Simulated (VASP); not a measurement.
# HfC (P6_3/mmc) in VASP: notebook, part 2 of 2

VASP 6.6.1. The steps go on from the part before.

### Step 3. Single point, PBEsol

INCAR

```
SYSTEM = HfC
ALGO = Normal
EDIFF = 1E-6
ENCUT = 600
GGA = PS
GGA_COMPAT = .FALSE.
ISIF = 2
ISMEAR = -1
LASPH = .TRUE.
LCHARG = .FALSE.
LREAL = .FALSE.
LWAVE = .FALSE.
NBANDS = 22
NELM = 120
PREC = Accurate
SIGMA = 0.1
```

KPOINTS

```
k-points
0
G
  6 6 4
  0 0 0
```

POSCAR

```
HfC
1.0
    3.3428660000      0.0000000000      0.0000000000
   -1.6714330000      2.8950068774      0.0000000000
    0.0000000000      0.0000000000      5.2027140000
Hf C
2 2
Direct
    0.6666666667      0.3333333333      0.7500000000
    0.3333333333      0.6666666667      0.2500000000
    0.0000000000      0.0000000000      0.0000000000
    0.0000000000      0.0000000000      0.5000000000
```

Potentials or basis: VASP PAW PBE potentials, release 64 (Hf_pv, C).

Command:

```console
> cat potpaw_PBE.64/Hf_pv/POTCAR potpaw_PBE.64/C/POTCAR > POTCAR
> mpirun -np 1 vasp_std > vasp.out
```

OUTCAR:

```text
SYSTEM = HfC
   EDIFF = 1E-6
   ENCUT = 600
   GGA = PS
   ISIF = 2
   ISMEAR = -1
   LASPH = .TRUE.
   LREAL = .FALSE.
   NELM = 120
   PREC = Accurate

 ion  position               nearest neighbor table
   1  0.667  0.333  0.750-   3 2.33   4 2.33   3 2.33   4 2.33   3 2.33   4 2.33   2 3.24   2 3.24
                             2 3.24   2 3.24   2 3.24   2 3.24
   2  0.333  0.667  0.250-   3 2.33   4 2.33   3 2.33   4 2.33   3 2.33   4 2.33   1 3.24   1 3.24
                             1 3.24   1 3.24   1 3.24   1 3.24
   3  0.000  0.000  0.000-   1 2.33   2 2.33   2 2.33   1 2.33   1 2.33   2 2.33
   4  0.000  0.000  0.500-   1 2.33   2 2.33   2 2.33   1 2.33   1 2.33   2 2.33

  LATTYP: Found a hexagonal cell.
 ALAT       =     3.3428660000
 C/A-ratio  =     1.5563633122

  Lattice vectors:

 A1 = (   3.3428660000,   0.0000000000,   0.0000000000)
 A2 = (  -1.6714330000,   2.8950068774,   0.0000000000)
 A3 = (   0.0000000000,   0.0000000000,   5.2027140000)

Analysis of symmetry for initial positions (statically):
=====================================================================
 Subroutine PRICEL returns:
 Original cell was already a primitive cell.

 Routine SETGRP: Setting up the symmetry group for a
 hexagonal supercell.

 Subroutine GETGRP returns: Found 24 space group operations
 (whereof 12 operations were pure point group operations)
 out of a pool of 24 trial point group operations.

The static configuration has the point symmetry D_3d.
 The point group associated with its full space group is D_6h.

Analysis of symmetry for dynamics (positions and initial velocities):
=====================================================================
 Subroutine PRICEL returns:
 Original cell was already a primitive cell.

 Routine SETGRP: Setting up the symmetry group for a
 hexagonal supercell.

 Subroutine GETGRP returns: Found 24 space group operations
 (whereof 12 operations were pure point group operations)
 out of a pool of 24 trial point group operations.

The dynamic configuration has the point symmetry D_3d.
 The point group associated with its full space group is D_6h.

[... 120 lines left out ...]
  Fermi-wavevector in a.u.,A,eV,Ry     =   1.346257  2.544057 24.659310  1.812408
  Thomas-Fermi vector in A             =   2.474104
   LORBIT       =      0    0 simple, 1 ext, 2 COOP (PROOUT), +10 PAW based schemes
   GGA     = PS    functional components
   LHFCALC =     F    Hartree Fock is set to
   AEXX    =    0.0000 exact exchange contribution
   IVDW    =     0    specifies the selected vdW correction
   LEPSILON=     F    determine dielectric tensor
   LRPA    =     F    only Hartree local field effects (RPA)
 non-spin polarized calculation
  energy-cutoff  :      600.00
  volume of cell :       50.35
 maximum number of plane-waves:      1701
 NGX is ok and might be reduce to    28
   NGX = 13   NGY = 13   NGZ = 21

 number of electron      28.0000000 magnetization

 Free energy of the ion-electron system (eV)
  ---------------------------------------------------
  ext. energy  EPLUGINS =         0.00000000
  ---------------------------------------------------
  free energy    TOTEN  =       -43.61889957 eV

  energy without entropy =      -43.59356591  energy(sigma->0) =      -43.60623274

 E-fermi :   5.9598     XC(G=0): -12.4123

 val. band max:        5.8576940444   @ k =   0.1667   0.1667   0.2500
 cond. band min:       6.0163155687   @ k =   0.1667   0.0000   0.0000
 fundamental gap:      0.1586215243
 Fermi energy:         5.9598269995

 k-point     1 :       0.0000    0.0000    0.0000
  band No.  band energies     occupation
      1     -24.2984      2.00000
      2     -23.7298      2.00000
      3     -23.7298      2.00000
      4     -23.6392      2.00000
      5     -23.6392      2.00000
      6     -23.5514      2.00000
[... 514 lines left out ...]
     21      13.3599      0.00000
     22      13.3599      0.00000

------------------------ aborting loop because EDIFF is reached ----------------------------------------

  FORCE on cell =-STRESS in cart. coord.  units (eV):
  Direction    XX          YY          ZZ          XY          YZ          ZX
  --------------------------------------------------------------------------------------
  -------------------------------------------------------------------------------------
  Total       -2.9629919     -2.9629919     -1.5535639      0.0000000      0.0000000      0.0000000
  in kB      -94.2849842    -94.2849842    -49.4357573      0.0000000      0.0000000      0.0000000
  external PRESSURE =     -79.3352419 kB  Pullay stress =       0.0000000 kB

 VOLUME and BASIS-vectors are now :
 -----------------------------------------------------------------------------
  energy-cutoff  :      600.00
  volume of cell :       50.35
      direct lattice vectors                 reciprocal lattice vectors
     3.342866000  0.000000000  0.000000000     0.299144507  0.172711161  0.000000000
    -1.671433000  2.895006877  0.000000000     0.000000000  0.345422323  0.000000000
     0.000000000  0.000000000  5.202714000     0.000000000  0.000000000  0.192207375

 POSITION                                       TOTAL-FORCE (eV/Angst)
 -----------------------------------------------------------------------------------
      1.67143      0.96500      3.90204         0.000000     -0.000000      0.000000
     -0.00000      1.93000      1.30068        -0.000000      0.000000      0.000000
      0.00000      0.00000      0.00000        -0.000000     -0.000000      0.000000
      0.00000      0.00000      2.60136        -0.000000     -0.000000      0.000000
 -----------------------------------------------------------------------------------
    total drift:                               -0.000000      0.000000     -0.000000

  FREE ENERGIE OF THE ION-ELECTRON SYSTEM (eV)
  ---------------------------------------------------
  free  energy   TOTEN  =       -43.6188995698 eV

  energy  without entropy=      -43.5935659078  energy(sigma->0) =      -43.60623274
```

OSZICAR:

```text
N       E                     dE             d eps       ncg     rms          rms(c)
DAV:   1     0.959031113814E+02    0.95903E+02   -0.16726E+04   924   0.140E+03
DAV:   2    -0.426138828844E+02   -0.13852E+03   -0.13106E+03  1184   0.304E+02
DAV:   3    -0.489509375554E+02   -0.63371E+01   -0.62718E+01  1180   0.458E+01
DAV:   4    -0.490316684072E+02   -0.80731E-01   -0.80165E-01  1176   0.553E+00
DAV:   5    -0.490328596125E+02   -0.11912E-02   -0.11905E-02  1244   0.556E-01    0.764E+01
DAV:   6    -0.439225191563E+02    0.51103E+01   -0.38255E+01  1068   0.221E+01    0.564E+01
DAV:   7    -0.437040364417E+02    0.21848E+00   -0.32295E+00  1020   0.800E+00    0.244E+01
DAV:   8    -0.436322287059E+02    0.71808E-01   -0.26386E-01  1194   0.282E+00    0.420E+00
DAV:   9    -0.436222285399E+02    0.10000E-01   -0.13116E-01  1078   0.145E+00    0.358E+00
DAV:  10    -0.436190925676E+02    0.31360E-02   -0.11339E-02  1142   0.553E-01    0.141E-01
DAV:  11    -0.436189098912E+02    0.18268E-03   -0.10741E-03  1130   0.176E-01    0.299E-01
DAV:  12    -0.436188990021E+02    0.10889E-04   -0.88088E-05  1192   0.397E-02    0.499E-02
DAV:  13    -0.436188995698E+02   -0.56775E-06   -0.21922E-06  1012   0.914E-03
   1 F= -.43618900E+02 E0= -.43606233E+02  d E =-.253337E-01
```

stdout:

```text
POSCAR found type information on POSCAR HfC
 POSCAR found :  2 types and       4 ions
 scaLAPACK will be used
 -----------------------------------------------------------------------------
|                                                                             |
|                                                                             |
|     You enforced a specific xc type in the INCAR file but a different       |
|     I HOPE YOU KNOW WHAT YOU ARE DOING!                                     |
|                                                                             |
 -----------------------------------------------------------------------------

 LDA part: xc-table for (Slater+PW92), standard interpolation
 POSCAR, INCAR and KPOINTS ok, starting setup
 FFT: planning ... GRIDC
 FFT: planning ... GRID_SOFT
 FFT: planning ... GRID
 WAVECAR not read
 entering main loop
```

Run time: 13 s. Hardware: 1 thread of Intel Xeon 6975P-C (Granite Rapids), shared host; peak memory 0.18 GiB.

Results:

```
Free energy            : -43.6189 eV
Pressure               : -7.9 GPa
Band gap on the k mesh : zero (band 14 reaches 7.25 eV, above the bottom of band 15 at 5.86 eV)
```

Stress tensor (GPa, compression positive):
```
-9.43  0.00  0.00
 0.00 -9.43  0.00
 0.00  0.00 -4.94
```

Caveat: the k points lie up to 0.36 Å⁻¹ apart; the PAW data sets were made with another functional, which shifts forces and pressure a little; spin-orbit coupling is left out, which moves the levels of the heavy elements.

### Step 4. Single point, PBEsol

INCAR

```
ALGO = Normal ; EDIFF = 1E-6
ENCUT = 600 ; GGA = PS
GGA_COMPAT = False ; ISIF = 2
ISMEAR = -1 ; LASPH = True
LCHARG = False ; LREAL = False
LWAVE = False ; NBANDS = 22
NELM = 120 ; PREC = Accurate
SIGMA = 0.1
```

KPOINTS

```
k-points
0
Gamma
  8 8 5
```

POSCAR is that of step 3.

Command:

```console
> cat potpaw_PBE.64/Hf_pv/POTCAR potpaw_PBE.64/C/POTCAR > POTCAR
> mpirun -np 1 vasp_std > vasp.out
```

It took 16 s on 1 thread of Intel Xeon 6975P-C (Granite Rapids), shared host; peak memory 0.19 GiB.

Results (log left out):

```yaml
Free_energy: -43.5994 eV
Pressure: -7.9 GPa
Band_gap_on_the_k_mesh: zero (band 14 reaches 7.25 eV, above the bottom of band 15 at 6.08 eV)
```

Stress tensor (GPa, compression positive):
```
-8.98  0.00  0.00
 0.00 -8.98  0.00
 0.00  0.00 -5.82
```

Levels at points of the mesh, in eV from the Fermi level:
```
           k point  band 12  band 13  band 14  band 15  band 16  band 17
(0.00, 0.00, 0.00)    -1.15    -1.15     1.04     1.46     1.46     1.94
(0.50, 0.00, 0.00)    -3.24    -1.77    -1.07     1.51     4.34     4.77
```

Caveat: the PAW data sets were made with another functional, which shifts forces and pressure a little; spin-orbit coupling is left out, which moves the levels of the heavy elements.

### Step 5. Single point, PBEsol

INCAR

```
  PREC = Accurate
  ENCUT = 600
  EDIFF = 1E-6
  ISMEAR = -1
  SIGMA = 0.1
  LREAL = False
  LASPH = True
  NELM = 120
  ALGO = Normal
  ISIF = 2
  LWAVE = False
  LCHARG = False
  GGA = PS
  NBANDS = 22
  GGA_COMPAT = False
```

KPOINTS

```
regular mesh
0
Gamma
  10 10 6
```

POSCAR is that of step 4.

Command:

```console
> cat potpaw_PBE.64/Hf_pv/POTCAR potpaw_PBE.64/C/POTCAR > POTCAR
> mpirun -np 1 vasp_std > vasp.out
```

Wall time 28 s (1 thread of Intel Xeon 6975P-C (Granite Rapids), shared host); peak memory 0.21 GiB.

The run converged. Its results:

| Item | Value |
| --- | --- |
| Free energy | -43.6080 eV |
| Pressure | -8.0 GPa |
| Band gap on the k mesh | zero (band 14 reaches 7.25 eV, above the bottom of band 15 at 6.24 eV) |

Stress tensor (GPa, compression positive):
```
-8.55  0.00  0.00
 0.00 -8.55  0.00
 0.00  0.00 -6.83
```

Levels at points of the mesh, in eV from the Fermi level:
| k point | band 12 | band 13 | band 14 | band 15 | band 16 | band 17 |
| --- | --- | --- | --- | --- | --- | --- |
| (0.00, 0.00, 0.00) | -1.30 | -1.30 | 0.89 | 1.32 | 1.32 | 1.79 |
| (0.50, 0.00, 0.00) | -3.39 | -1.91 | -1.22 | 1.36 | 4.20 | 4.62 |
| (0.00, 0.00, 0.50) | -2.76 | -2.76 | -2.76 | 3.86 | 3.86 | 3.86 |
| (0.50, 0.00, 0.50) | -3.12 | -2.49 | -2.49 | 1.19 | 1.19 | 4.58 |

Caveat: the PAW data sets were made with another functional, which shifts forces and pressure a little; spin-orbit coupling is left out, which moves the levels of the heavy elements.

### Step 6. The runs side by side

```csv
k mesh,gap on the mesh (eV),pressure (GPa)
5 × 5 × 3,none,-8.0
6 × 6 × 4,none,-7.9
8 × 8 × 5,none,-7.9
10 × 10 × 6,none,-8.0
```

Alike in all rows: task single point; level PBEsol; potentials or basis VASP PAW PBE potentials, release 64 (Hf_pv, C); no spin polarisation; cell as given; cutoff (eV) 600; smearing fermi-dirac 0.1 eV.

Caveats: some runs use coarse meshes; the PAW data sets were made with another functional, which shifts forces and pressure a little; spin-orbit coupling is left out, which moves the levels of the heavy elements.

Absolute energies hang on the potentials; compare differences alone.
